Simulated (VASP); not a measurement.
# TePb (P6_3/mmc) in VASP: notebook

Runs on TePb. Level: PBE. Tasks: single point.

All numbers are computed with VASP 6.6.1; they aren't measurements. Logs are shortened: lines on timing, memory, paths and dates and some standing lists are left out, and cuts for length are marked.

### Step 1. The cell of the first run

Symmetry: P6_3/mmc, No. 194, hexagonal system. Conventional cell: a = 5.415 Å, b = 5.415 Å, c = 6.483 Å, α = 90.00°, β = 90.00°, γ = 120.00°. Within 4.1 Å of Pb (site symmetry -6m2) lie 5 Te at 3.13 to 3.24 Å. Te (site symmetry -6m2) has 5 Pb at 3.13 to 3.24 Å within 4.1 Å.

### Step 2. Single point, PBE (volume changed by -6%)

File INCAR:

```
PREC = Accurate
ENCUT = 520
EDIFF = 1E-6
ISMEAR = 0
SIGMA = 0.01
LREAL = False
LASPH = True
NELM = 60
ALGO = Normal
ISIF = 2
LWAVE = False
LCHARG = True
GGA = PE
LELF = True
LVHAR = True
NBANDS = 28
```

File KPOINTS:

```
regular mesh
0
Gamma
  6 6 4
```

File POSCAR:

```
TePb
1.0
    5.4147743117      0.0000000000      0.0000000000
   -2.7073871558      4.6893321097      0.0000000000
    0.0000000000      0.0000000000      6.4830641827
Pb Te
2 2
Direct
    0.3333333333      0.6666666667      0.2500000000
    0.6666666667      0.3333333333      0.7500000000
    0.6666666667      0.3333333333      0.2500000000
    0.3333333333      0.6666666667      0.7500000000
```

Potentials or basis: VASP PAW PBE potentials, release 64 (Pb_d, Te).

Run with:

```bash
cat potpaw_PBE.64/Pb_d/POTCAR potpaw_PBE.64/Te/POTCAR > POTCAR
mpirun -np 1 vasp_std > vasp.out
```

OUTCAR:

```text
PREC = Accurate
   ENCUT = 520
   EDIFF = 1E-6
   ISMEAR = 0
   LREAL = False
   LASPH = True
   NELM = 60
   ISIF = 2
   GGA = PE

 ion  position               nearest neighbor table
   1  0.333  0.667  0.250-   3 3.13   3 3.13   3 3.13   4 3.24   4 3.24
   2  0.667  0.333  0.750-   4 3.13   4 3.13   4 3.13   3 3.24   3 3.24
   3  0.667  0.333  0.250-   1 3.13   1 3.13   1 3.13   2 3.24   2 3.24
   4  0.333  0.667  0.750-   2 3.13   2 3.13   2 3.13   1 3.24   1 3.24

  LATTYP: Found a hexagonal cell.
 ALAT       =     5.4147743117
 C/A-ratio  =     1.1972916708

  Lattice vectors:

 A1 = (   5.4147743117,   0.0000000000,   0.0000000000)
 A2 = (  -2.7073871558,   4.6893321097,   0.0000000000)
 A3 = (   0.0000000000,   0.0000000000,   6.4830641827)

Analysis of symmetry for initial positions (statically):
=====================================================================
 Subroutine PRICEL returns:
 Original cell was already a primitive cell.

 Routine SETGRP: Setting up the symmetry group for a
 hexagonal supercell.

 Subroutine GETGRP returns: Found 24 space group operations
 (whereof 12 operations were pure point group operations)
 out of a pool of 24 trial point group operations.

The static configuration has the point symmetry D_3d.
 The point group associated with its full space group is D_6h.

Analysis of symmetry for dynamics (positions and initial velocities):
=====================================================================
 Subroutine PRICEL returns:
 Original cell was already a primitive cell.

 Routine SETGRP: Setting up the symmetry group for a
 hexagonal supercell.

 Subroutine GETGRP returns: Found 24 space group operations
 (whereof 12 operations were pure point group operations)
 out of a pool of 24 trial point group operations.

The dynamic configuration has the point symmetry D_3d.
 The point group associated with its full space group is D_6h.

 Subroutine INISYM returns: Found 24 space group operations
 (whereof 12 operations are pure point group operations),
 and found     1 'primitive' translations

----------------------------------------------------------------------------------------

                                     Primitive cell

  volume of cell :     164.6159

[... 84 lines left out ...]
   LSORBIT =      F    spin-orbit coupling
   LASPH  =      T    aspherical Exc in radial PAW
   ENCUT  =  520.0 eV  38.22 Ry    6.18 a.u.  10.07 10.07 12.05*2*pi/ulx,y,z
   NELM   =     60;   NELMIN=  2; NELMDL= -5     # of ELM steps
   EDIFF  = 0.1E-05   stopping-criterion for ELM
   LREAL  =      F    real-space projection
   EDIFFG = 0.1E-04   stopping-criterion for IOM
   NSW    =      0    number of steps for IOM
   IBRION =     -1    ionic relax: 0-MD 1-quasi-New 2-CG
   NFREE  =      0    steps in history (QN), initial steepest desc. (CG)
   ISIF   =      2    stress and relaxation
   ISYM   =      2    0-nonsym 1-usesym 2-fastsym
   POTIM  = 0.5000    time-step for ionic-motion
   TEBEG  =    0.0;   TEEND  =   0.0 temperature during run
   PSTRESS=    0.0 pullay stress
   NELECT =      40.0000    total number of electrons
   NUPDOWN=      -1.0000    fix difference up-down
   EMIN   =  10.00;   EMAX   =-10.00  energy-range for DOS
   EFERMI =   0.00;   METHOD = LEGACY
   ISMEAR =     0;   SIGMA  =   0.01  broadening in eV -4-tet -1-fermi 0-gaus
   EFERMI_NEDOS =   21; number of points for ismear=-14 and -15
   IALGO  =     38    algorithm
   IMIX   =      4    mixing-type and parameters
     AMIX     =   0.40;   BMIX     =  1.00
     AMIX_MAG =   1.60;   BMIX_MAG =  1.00
  volume/ion in A,a.u.               =      41.15       277.72
  Fermi-wavevector in a.u.,A,eV,Ry     =   1.021577  1.930500 14.199295  1.043619
  Thomas-Fermi vector in A             =   2.155209
   LORBIT       =      0    0 simple, 1 ext, 2 COOP (PROOUT), +10 PAW based schemes
   GGA     = PE    functional components
   LHFCALC =     F    Hartree Fock is set to
   AEXX    =    0.0000 exact exchange contribution
   IVDW    =     0    specifies the selected vdW correction
   LEPSILON=     F    determine dielectric tensor
   LRPA    =     F    only Hartree local field effects (RPA)
 non-spin polarized calculation
 Gauss-broadening in eV      SIGMA  =   0.01
  energy-cutoff  :      520.00
  volume of cell :      164.62
 maximum number of plane-waves:      4476
   NGX = 21   NGY = 21   NGZ = 25

 number of electron      40.0000009 magnetization

 Free energy of the ion-electron system (eV)
  ---------------------------------------------------
  ext. energy  EPLUGINS =         0.00000000
  ---------------------------------------------------
  free energy    TOTEN  =       -14.62666991 eV

  energy without entropy =      -14.62666991  energy(sigma->0) =      -14.62666991

 E-fermi :   4.0642     XC(G=0):  -8.1302

 val. band max:        4.0015457478   @ k =   0.3333   0.3333   0.5000
 cond. band min:       5.0629852659   @ k =   0.3333   0.3333   0.5000
 fundamental gap:      1.0614395180
 Fermi energy:         4.0641774092

 k-point     1 :       0.0000    0.0000    0.0000
  band No.  band energies     occupation
      1     -12.9128      2.00000
      2     -12.8711      2.00000
      3     -12.8711      2.00000
      4     -12.8703      2.00000
      5     -12.8703      2.00000
      6     -12.8574      2.00000
[... 640 lines left out ...]
     27       9.5377      0.00000
     28       9.5377      0.00000

------------------------ aborting loop because EDIFF is reached ----------------------------------------

  FORCE on cell =-STRESS in cart. coord.  units (eV):
  Direction    XX          YY          ZZ          XY          YZ          ZX
  --------------------------------------------------------------------------------------
  -------------------------------------------------------------------------------------
  Total        2.1040999      2.1040999      2.2068672      0.0000000     -0.0000000      0.0000000
  in kB       20.4788360     20.4788360     21.4790520      0.0000000     -0.0000000      0.0000000
  external PRESSURE =      20.8122413 kB  Pullay stress =       0.0000000 kB

 VOLUME and BASIS-vectors are now :
 -----------------------------------------------------------------------------
  energy-cutoff  :      520.00
  volume of cell :      164.62
      direct lattice vectors                 reciprocal lattice vectors
     5.414774312  0.000000000  0.000000000     0.184679904  0.106624992  0.000000000
    -2.707387156  4.689332110  0.000000000     0.000000000  0.213249985  0.000000000
     0.000000000  0.000000000  6.483064183     0.000000000  0.000000000  0.154248049

 POSITION                                       TOTAL-FORCE (eV/Angst)
 -----------------------------------------------------------------------------------
     -0.00000      3.12622      1.62077        -0.000000     -0.000000      0.000000
      2.70739      1.56311      4.86230         0.000000      0.000000      0.000000
      2.70739      1.56311      1.62077         0.000000     -0.000000      0.000000
     -0.00000      3.12622      4.86230         0.000000     -0.000000      0.000000
 -----------------------------------------------------------------------------------
    total drift:                               -0.000000      0.000000     -0.000000

  FREE ENERGIE OF THE ION-ELECTRON SYSTEM (eV)
  ---------------------------------------------------
  free  energy   TOTEN  =       -14.6266699141 eV

  energy  without entropy=      -14.6266699141  energy(sigma->0) =      -14.62666991
```

It took 37 s on 1 thread of Intel Xeon 6975P-C (Granite Rapids), shared host; peak memory 0.29 GiB.

Results:

```yaml
Free_energy: -14.6267 eV
Pressure: 2.1 GPa
Band_gap_on_the_k_mesh: 1.06 eV, direct
```

Stress tensor (GPa, compression positive):
```
2.05 0.00 0.00
0.00 2.05 0.00
0.00 0.00 2.15
```

Caveat: the cell differs from its parent crystal (volume changed by -6%); spin-orbit coupling is left out, which moves the levels of the heavy elements. A k mesh can miss the band edges.

### Step 3. Single point, PBE (volume changed by -3%)

File INCAR:

```
ALGO = Normal
EDIFF = 1E-6
ENCUT = 520
GGA = PE
ISIF = 2
ISMEAR = 0
LASPH = True
LCHARG = True
LELF = True
LREAL = False
LVHAR = True
LWAVE = False
NBANDS = 28
NELM = 100
PREC = Accurate
SIGMA = 0.01
```

File KPOINTS:

```
k-points
0
Gamma
  6 6 4
```

File POSCAR:

```
TePb
1.0
    5.4717761249      0.0000000000      0.0000000000
   -2.7358880624      4.7386971280      0.0000000000
    0.0000000000      0.0000000000      6.5513119789
Pb Te
2 2
Direct
    0.3333333333      0.6666666667      0.2500000000
    0.6666666667      0.3333333333      0.7500000000
    0.6666666667      0.3333333333      0.2500000000
    0.3333333333      0.6666666667      0.7500000000
```

Potentials or basis: VASP PAW PBE potentials, release 64 (Pb_d, Te).

Run with:

```bash
cat potpaw_PBE.64/Pb_d/POTCAR potpaw_PBE.64/Te/POTCAR > POTCAR
mpirun -np 1 vasp_std > vasp.out
```

Run time: 45 s. Hardware: 1 thread of Intel Xeon 6975P-C (Granite Rapids), shared host; peak memory 0.32 GiB.

Results (log left out):

- Free energy: -14.6771 eV
- Pressure: 1.0 GPa
- Band gap on the k mesh: 1.10 eV, direct

Levels at points of the mesh, in eV from the valence-band top:
```tsv
k point	band 16	band 17	band 18	band 19	band 20	band 21	band 22	band 23	band 24	band 25
(0.00, 0.00, 0.00)	-2.71	-2.71	-1.41	-1.40	-1.40	1.29	1.29	2.88	2.88	4.05
(0.50, 0.00, 0.00)	-3.31	-2.51	-1.98	-1.83	-0.42	2.36	3.46	3.50	4.03	4.72
(0.00, 0.00, 0.50)	-2.11	-2.11	-2.11	-1.22	-1.22	1.79	1.79	1.79	1.79	2.34
(0.50, 0.00, 0.50)	-2.67	-1.43	-1.43	-0.62	-0.62	1.25	1.25	2.75	2.75	3.92
```

Caveat: the cell differs from its parent crystal (volume changed by -3%); spin-orbit coupling is left out, which moves the levels of the heavy elements.

### Step 4. Single point, PBE

This run uses another cell than the first one, of 43.04 Å³/atom, 1.046 times its volume.

File INCAR:

```
SYSTEM = TePb
ALGO = Normal
EDIFF = 1E-6
ENCUT = 520
GGA = PE
ISIF = 2
ISMEAR = 0
LASPH = .True.
LCHARG = .False.
LREAL = .False.
LWAVE = .False.
NBANDS = 28
NELM = 100
PREC = Accurate
SIGMA = 0.01
```

File KPOINTS:

```
k-points
0
Gamma
  6 6 4
  0 0 0
```

File POSCAR:

```
TePb
1.0
    5.4983762623      0.0000000000      0.0000000000
   -2.7491881312      4.7617335227      0.0000000000
    0.0000000000      0.0000000000      6.5752494865
Pb Te
2 2
Direct
    0.3333333333      0.6666666667      0.2500000000
    0.6666666667      0.3333333333      0.7500000000
    0.6666666667      0.3333333333      0.2500000000
    0.3333333333      0.6666666667      0.7500000000
```

Run with:

```bash
cat potpaw_PBE.64/Pb_d/POTCAR potpaw_PBE.64/Te/POTCAR > POTCAR
mpirun -np 1 vasp_std > vasp.out
```

Run time: 46 s. Hardware: 1 thread of Intel Xeon 6975P-C (Granite Rapids), shared host; peak memory 0.33 GiB.

The run converged. Its results:

| Property | Result |
| --- | --- |
| Free energy | -14.6880 eV |
| Pressure | 0.5 GPa |
| Band gap on the k mesh | 1.13 eV, direct |

Stress tensor (GPa, compression positive):
```
0.49 0.00 0.00
0.00 0.49 0.00
0.00 0.00 0.59
```

Levels at points of the mesh, in eV from the valence-band top:
```tsv
k point	band 18	band 19	band 20	band 21	band 22	band 23
(0.00, 0.00, 0.00)	-1.37	-1.36	-1.36	1.32	1.32	2.88
(0.50, 0.00, 0.00)	-1.93	-1.77	-0.40	2.34	3.44	3.47
(0.00, 0.00, 0.50)	-2.05	-1.17	-1.17	1.81	1.81	1.81
(0.50, 0.00, 0.50)	-1.38	-0.60	-0.60	1.27	1.27	2.72
```

Caveat: spin-orbit coupling is left out, which moves the levels of the heavy elements.

(Continued in part 2 of 3.)
